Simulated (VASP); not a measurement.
# Ba (Im-3m) in VASP: further runs, part 2 of 3

VASP 6.6.1. Earlier steps stand in the parts before.

## Step 3: Relaxation of cell and atoms, PBEsol, target pressure 5 GPa, at which the enthalpy is minimised

The input, INCAR:

```
SYSTEM = Ba
  PREC = Accurate
  ENCUT = 600
  EDIFF = 1E-6
  ISMEAR = -1
  SIGMA = 0.05
  LREAL = .False.
  LASPH = .True.
  NELM = 60
  ALGO = Normal
  ISIF = 3
  LWAVE = .False.
  LCHARG = .False.
  GGA = PS
  IBRION = 2
  NSW = 60
  EDIFFG = -0.01
  PSTRESS = 50.0
```

The input, KPOINTS:

```
regular mesh
0
Gamma
  8 8 8
  0 0 0
```

The input, POSCAR:

```
Ba
1.0
   -2.5065000000      2.5065000000      2.5065000000
    2.5065000000     -2.5065000000      2.5065000000
    2.5065000000      2.5065000000     -2.5065000000
Ba
1
Direct
    0.0000000000      0.0000000000      0.0000000000
```

Potentials or basis: VASP PAW PBE potentials, release 64 (Ba_sv).

The run is started by

```
$ cat potpaw_PBE.64/Ba_sv/POTCAR > POTCAR
$ mpirun -np 1 vasp_std > vasp.out
```

OUTCAR:

```text
SYSTEM = Ba
   PREC = Accurate
   ENCUT = 600
   EDIFF = 1E-6
   ISMEAR = -1
   LREAL = .False.
   LASPH = .True.
   NELM = 60
   ISIF = 3
   GGA = PS
   IBRION = 2
   NSW = 60
   EDIFFG = -0.01
   PSTRESS = 50.0

 ion  position               nearest neighbor table
   1  0.000  0.000  0.000-

  LATTYP: Found a body centered cubic cell.
 ALAT       =     5.0130000000

  Lattice vectors:

 A1 = (  -2.5065000000,   2.5065000000,   2.5065000000)
 A2 = (   2.5065000000,  -2.5065000000,   2.5065000000)
 A3 = (   2.5065000000,   2.5065000000,  -2.5065000000)

Analysis of symmetry for initial positions (statically):
=====================================================================
 Subroutine PRICEL returns:
 Original cell was already a primitive cell.

 Routine SETGRP: Setting up the symmetry group for a
 body centered cubic supercell.

 Subroutine GETGRP returns: Found 48 space group operations
 (whereof 48 operations were pure point group operations)
 out of a pool of 48 trial point group operations.

The static configuration has the point symmetry O_h .

Analysis of symmetry for dynamics (positions and initial velocities):
=====================================================================
 Subroutine PRICEL returns:
 Original cell was already a primitive cell.

 Routine SETGRP: Setting up the symmetry group for a
 body centered cubic supercell.

 Subroutine GETGRP returns: Found 48 space group operations
 (whereof 48 operations were pure point group operations)
 out of a pool of 48 trial point group operations.

The dynamic configuration has the point symmetry O_h .

 Subroutine INISYM returns: Found 48 space group operations
 (whereof 48 operations are pure point group operations),
 and found     1 'primitive' translations

----------------------------------------------------------------------------------------

                                     Primitive cell

  volume of cell :      62.9888

  direct lattice vectors                    reciprocal lattice vectors
    -2.506500000  2.506500000  2.506500000     0.000000000  0.199481348  0.199481348
     2.506500000 -2.506500000  2.506500000     0.199481348  0.000000000  0.199481348
     2.506500000  2.506500000 -2.506500000     0.199481348  0.199481348  0.000000000

  length of vectors
     4.341385349  4.341385349  4.341385349     0.282109228  0.282109228  0.282109228

  position of ions in fractional coordinates (direct lattice)
     0.000000000  0.000000000  0.000000000

  ion indices of the primitive-cell ions
   primitive index   ion index
                 1           1

----------------------------------------------------------------------------------------

 KPOINTS: regular mesh

Automatic generation of k-mesh.
 Grid dimensions read from file:
 generate k-points for:    8    8    8

 Generating k-lattice:

  Cartesian coordinates                     Fractional coordinates (reciprocal lattice)
     0.000000000  0.024935169  0.024935169     0.125000000  0.000000000  0.000000000
     0.024935169  0.000000000  0.024935169     0.000000000  0.125000000  0.000000000
     0.024935169  0.024935169  0.000000000     0.000000000  0.000000000  0.125000000

  Length of vectors
     0.035263654  0.035263654  0.035263654

  Shift w.r.t. Gamma in fractional coordinates (k-lattice)
     0.000000000  0.000000000  0.000000000

 Subroutine IBZKPT returns following result:
 ===========================================

 Found     29 irreducible k-points:

 Following reciprocal coordinates:
            Coordinates               Weight
  0.000000  0.000000  0.000000      1.000000
  0.125000  0.000000  0.000000     12.000000
  0.250000  0.000000  0.000000     12.000000
  0.375000  0.000000  0.000000     12.000000
  0.500000  0.000000  0.000000      6.000000
  0.125000  0.125000  0.000000     24.000000
[... 16 lines left out ...]
 -0.250000  0.250000  0.250000      6.000000
 -0.375000  0.375000  0.250000     24.000000
 [... further k-points ...]
   k-points           NKPTS =     29   k-points in BZ     NKDIM =     29   number of bands    NBANDS=      9
   number of dos      NEDOS =    301   number of ions     NIONS =      1
   total plane-waves  NPLWV =  46656
   dimension x,y,z NGX =    36 NGY =   36 NGZ =   36
   dimension x,y,z NGXF=    72 NGYF=   72 NGZF=   72
   ions per type =               1
   NGX,Y,Z   is equivalent  to a cutoff of  13.79, 13.79, 13.79 a.u.
   NGXF,Y,Z  is equivalent  to a cutoff of  27.57, 27.57, 27.57 a.u.
 SYSTEM =  Ba
   PREC   = accura    normal or accurate (medium, high low for compatibility)
   ISTART =      0    job   : 0-new  1-cont  2-samecut
   ICHARG =      2    charge: 1-file 2-atom 10-const
   ISPIN  =      1    spin polarized calculation?
   LNONCOLLINEAR =      F non collinear calculations
   LSORBIT =      F    spin-orbit coupling
   LASPH  =      T    aspherical Exc in radial PAW
   ENCUT  =  600.0 eV  44.10 Ry    6.64 a.u.   8.67  8.67  8.67*2*pi/ulx,y,z
   NELM   =     60;   NELMIN=  2; NELMDL= -5     # of ELM steps
   EDIFF  = 0.1E-05   stopping-criterion for ELM
   LREAL  =      F    real-space projection
   EDIFFG = -.1E-01   stopping-criterion for IOM
   NSW    =     60    number of steps for IOM
   IBRION =      2    ionic relax: 0-MD 1-quasi-New 2-CG
   NFREE  =      1    steps in history (QN), initial steepest desc. (CG)
   ISIF   =      3    stress and relaxation
   ISYM   =      2    0-nonsym 1-usesym 2-fastsym
   POTIM  = 0.5000    time-step for ionic-motion
   TEBEG  =    0.0;   TEEND  =   0.0 temperature during run
   PSTRESS=   50.0 pullay stress
   NELECT =      10.0000    total number of electrons
   NUPDOWN=      -1.0000    fix difference up-down
   EMIN   =  10.00;   EMAX   =-10.00  energy-range for DOS
   EFERMI =   0.00;   METHOD = LEGACY
   ISMEAR =    -1;   SIGMA  =   0.05  broadening in eV -4-tet -1-fermi 0-gaus
   EFERMI_NEDOS =   21; number of points for ismear=-14 and -15
   IALGO  =     38    algorithm
   IMIX   =      4    mixing-type and parameters
     AMIX     =   0.40;   BMIX     =  1.00
     AMIX_MAG =   1.60;   BMIX_MAG =  1.00
  volume/ion in A,a.u.               =      62.99       425.07
  Fermi-wavevector in a.u.,A,eV,Ry     =   0.886449  1.675146 10.691349  0.785792
  Thomas-Fermi vector in A             =   2.007617
   LORBIT       =      0    0 simple, 1 ext, 2 COOP (PROOUT), +10 PAW based schemes
   GGA     = PS    functional components
   LHFCALC =     F    Hartree Fock is set to
   AEXX    =    0.0000 exact exchange contribution
   IVDW    =     0    specifies the selected vdW correction
   LEPSILON=     F    determine dielectric tensor
   LRPA    =     F    only Hartree local field effects (RPA)
 conjugate gradient relaxation of ions
 non-spin polarized calculation
  energy-cutoff  :      600.00
  volume of cell :       62.99
 maximum number of plane-waves:      2123
   NGX = 17   NGY = 17   NGZ = 17

--------------------------------------- Ionic step        1  -------------------------------------------

 number of electron      10.0000001 magnetization

 Free energy of the ion-electron system (eV)
  ---------------------------------------------------
  ext. energy  EPLUGINS =         0.00000000
  ---------------------------------------------------
  free energy    TOTEN  =        -2.14863480 eV

  energy without entropy =       -2.14059253  energy(sigma->0) =       -2.14461366

------------------------ aborting loop because EDIFF is reached ----------------------------------------

  FORCE on cell =-STRESS in cart. coord.  units (eV):
  Direction    XX          YY          ZZ          XY          YZ          ZX
  --------------------------------------------------------------------------------------
  -------------------------------------------------------------------------------------
  Total       -0.2579090     -0.2579090     -0.2579090      0.0000000      0.0000000      0.0000000
  in kB       -6.5601520     -6.5601520     -6.5601520      0.0000000      0.0000000      0.0000000
  external PRESSURE =     -56.5601520 kB  Pullay stress =      50.0000000 kB
[... 24 lines left out ...]
--------------------------------------- Ionic step        2  -------------------------------------------

 number of electron      10.0000000 magnetization

 E-fermi :   2.7466     XC(G=0):  -8.7061

 val. band max:        2.6424351168   @ k =   0.3750   0.2500   0.0000
 cond. band min:       2.9613405269   @ k =  -0.3750   0.3750   0.2500
 fundamental gap:      0.3189054101
 Fermi energy:         2.7466254646

 k-point     1 :       0.0000    0.0000    0.0000
  band No.  band energies     occupation
      1     -25.6005      2.00000
      2     -10.1599      2.00000
      3     -10.1599      2.00000
      4     -10.1599      2.00000
      5       0.0436      2.00000
      6       4.9908      0.00000
      7       4.9908      0.00000
      8       4.9908      0.00000
      9       6.9640      0.00000
[... 349 lines left out ...]
--------------------------------------- Ionic step        4  -------------------------------------------

 number of electron       9.9999999 magnetization

 Free energy of the ion-electron system (eV)
  ---------------------------------------------------
  ext. energy  EPLUGINS =         0.00000000
  ---------------------------------------------------
  free energy    TOTEN  =        -1.94738556 eV

  energy without entropy =       -1.94071659  energy(sigma->0) =       -1.94405108

 E-fermi :   3.0752     XC(G=0):  -8.9677

 val. band max:        2.9975558550   @ k =   0.2500   0.1250   0.1250
 cond. band min:       3.3160659996   @ k =  -0.3750   0.3750   0.2500
 fundamental gap:      0.3185101446
 Fermi energy:         3.0752235816

 k-point     1 :       0.0000    0.0000    0.0000
  band No.  band energies     occupation
      1     -25.2604      2.00000
      2      -9.6840      2.00000
      3      -9.6840      2.00000
      4      -9.6840      2.00000
      5       0.4074      2.00000
      6       5.3613      0.00000
      7       5.3613      0.00000
      8       5.3613      0.00000
      9       7.4590      0.00000
[... 308 lines left out ...]
  energy  without entropy=       -1.9407165936  energy(sigma->0) =       -1.94405108

  enthalpy is  TOTEN    =        -0.6405129468 eV   P V=        1.3068726141

 reached required accuracy - stopping structural energy minimisation
```

CONTCAR:

```text
Ba
   1.00000000000000
    -2.1876169582619998    2.1876169582619998    2.1876169582619998
     2.1876169582619998   -2.1876169582619998    2.1876169582619998
     2.1876169582619998    2.1876169582619998   -2.1876169582619998
  Ba
     1
Direct
     0.0000000000000000    0.0000000000000000    0.0000000000000000

  0.00000000E+00  0.00000000E+00  0.00000000E+00
```

Run time: 51 s. Hardware: 1 thread of Intel Xeon Platinum 8259CL at 2.50GHz (Skylake/Cascade Lake), shared host; peak memory 0.22 GiB.

What came out:

```
Free energy                                            : -1.9474 eV
Relaxed volume                                         : 41.88 Å³/atom
Relaxed cell                                           : a = 3.789 Å, b = 3.789 Å, c = 3.789 Å, α = 109.47°, β = 109.47°, γ = 109.47°
Space group after relaxing (to 0.05 Å)                 : Im-3m (No. 229)
Energy change on relaxing (the enthalpy is what falls) : +201.2 meV/atom
Ionic steps                                            : 4
Pressure after relaxing                                : 5.0 GPa
Band gap on the k mesh                                 : zero (band 5 reaches 4.22 eV, above the bottom of band 6 at 1.81 eV)
```

Step by step:
| step | energy change (eV) | largest force (eV/Å) | pressure (GPa) | volume (Å³) |
| --- | --- | --- | --- | --- |
| 1 | 0.0000 | 0.0000 | -0.66 | 62.99 |
| 2 | 0.1224 | 0.0000 | 3.63 | 44.81 |
| 3 | 0.1892 | 0.0000 | 4.80 | 42.27 |
| 4 | 0.2012 | 0.0000 | 5.01 | 41.88 |

Final structure:
```
Ba
1.0
    -2.18762    2.18762    2.18762
     2.18762   -2.18762    2.18762
     2.18762    2.18762   -2.18762
Ba
1
Cartesian
  0.0000 0.0000 0.0000
```

Caveat: the cell is relaxed towards a set pressure, so the enthalpy falls and the energy may rise; the volume moved by over 15 % at a fixed basis, so the end points are rough; the PAW data sets were made with another functional, which shifts forces and pressure a little; spin-orbit coupling is left out, which moves the levels of the heavy elements.

[end of part 2 of 3]
